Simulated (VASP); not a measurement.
Set up this calculation in VASP 6.6.1, as the native input.

```
Task                   : single point
Functional             : PBEsol
Potentials or basis    : VASP PAW PBE potentials, release 64 (As)
Cutoff                 : 520 eV
k mesh                 : 8 × 8 × 6
Occupations            : fermi-dirac, width 0.05 eV
Spin                   : no spin polarisation
Dipole correction      : no
Further INCAR settings : ALGO = Normal; EDIFF = 1e-06; NBANDS = 18
```

The structure of As lies in POSCAR:

```
As
1.0
    1.8250000000     -5.5000000000      0.0000000000
    1.8250000000      5.5000000000      0.0000000000
    0.0000000000      0.0000000000      4.3806000000
As
4
Direct
    0.3900000000      0.6100000000      0.5600000000
    0.8900000000      0.1100000000      0.9400000000
    0.6100000000      0.3900000000      0.4400000000
    0.1100000000      0.8900000000      0.0600000000
```

These files were run (other wordings do the same):

INCAR

```
SYSTEM = As
ALGO = Normal ; EDIFF = 1E-6
ENCUT = 520 ; GGA = PS
ISIF = 2 ; ISMEAR = -1
LASPH = .TRUE. ; LCHARG = .FALSE.
LREAL = .FALSE. ; LWAVE = .FALSE.
NBANDS = 18 ; NELM = 60
PREC = Accurate ; SIGMA = 0.05
```

KPOINTS

```
k-points
0
G
  8 8 6
  0 0 0
```

Potentials or basis: VASP PAW PBE potentials, release 64 (As).

The run is started by

```sh
$ cat potpaw_PBE.64/As/POTCAR > POTCAR
$ mpirun -np 1 vasp_std > vasp.out
```

Results of the run:

* Pressure: 1.5 GPa
* Largest force: 0.262 eV/Å
* Band gap on the k mesh: zero (band 10 reaches 4.98 eV, above the bottom of band 11 at 4.82 eV)

Caveat: the PAW data sets were made with another functional, which shifts forces and pressure a little.

Run time: 3.8 min on 1 thread of AMD EPYC 7R43 64-Core Processor (Zen 3) (shared host), peak memory 0.28 GiB.
